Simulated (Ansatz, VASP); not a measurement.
## One calculation of TiSi2, two programs

```
Ti Si
1.0
     1.78276   -6.82687    0.00000
     1.78276    6.82687    0.00000
     0.00000    0.00000    3.56517
Ti Si
2 4
Cartesian
  1.7828 5.4189 0.8913
  1.7828 -5.4189 2.6739
  1.7828 -3.4177 0.8913
  1.7828 3.4177 2.6739
  1.7828 0.7954 0.8913
  1.7828 -0.7954 2.6739
```

Alike in both runs: task single point; functional PBEsol; k mesh 7 × 7 × 6; occupations fermi-dirac, width 0.05 eV; no spin polarisation.

|  | VASP | Ansatz |
| --- | --- | --- |
| version | VASP 6.6.1 | Ansatz 0.2.0 |
| potentials or method | VASP PAW PBE potentials, release 64 (Ti_sv, Si) | Ansatz PAW |
| plane-wave cutoff (eV) | 520 | 420 |
| valence electrons in the cell | 40 | 40 |

```tsv
	VASP	Ansatz	Ansatz less VASP
gap on the k mesh at the Fermi level (eV)	none	none	-
pressure (GPa)	-4.5	-4.6	-0.15
traceless stress, the component that is largest in VASP (GPa)	1.20	1.16	-0.034
rms of the force components (eV/Å)	0.055	0.056	+0.0003
```

VASP's potentials were made for PBE, not for PBEsol. Atom by atom the forces differ by 0.000 eV/Å (rms over components). A gap of «none» marks a metal or a gap that the smearing closes. With one functional, cell and mesh, what is left measures potentials, basis and numerics.
